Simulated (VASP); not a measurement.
A run of VASP 6.6.1:

Contents of INCAR:

```
PREC = Accurate ; ENCUT = 520
EDIFF = 1E-6 ; ISMEAR = 0
SIGMA = 0.05 ; LREAL = F
LASPH = T ; NELM = 100
ALGO = Normal ; ISIF = 2
LWAVE = F ; LCHARG = T
GGA = PE ; LELF = T
LVHAR = T ; NBANDS = 16
```

File KPOINTS:

```
Automatic mesh
0
Gamma
  9 9 6
```

Contents of POSCAR:

```
MgO
1.0
    3.1606000000      0.0000000000      0.0000000000
   -1.5803000000      2.7371598912      0.0000000000
    0.0000000000      0.0000000000      4.8484000000
Mg O
2 2
Direct
    0.3333333333      0.6666666667      0.0063188013
    0.6666666667      0.3333333333      0.5063188013
    0.3333333333      0.6666666667      0.3982811987
    0.6666666667      0.3333333333      0.8982811987
```

Potentials or basis: VASP PAW PBE potentials, release 64 (Mg, O).

Launch:

```bash
$ cat potpaw_PBE.64/Mg/POTCAR potpaw_PBE.64/O/POTCAR > POTCAR
$ mpirun -np 1 vasp_std > vasp.out
```

Hardware: 1 thread of Intel Xeon 8259CL, with other jobs on the host.

Task: Estimate the wall time of this run.

Result: Run time: 40 s on 1 thread of Intel Xeon 8259CL, on a shared host, peak memory 0.17 GiB. Counts: scf iterations 13, k points 48.
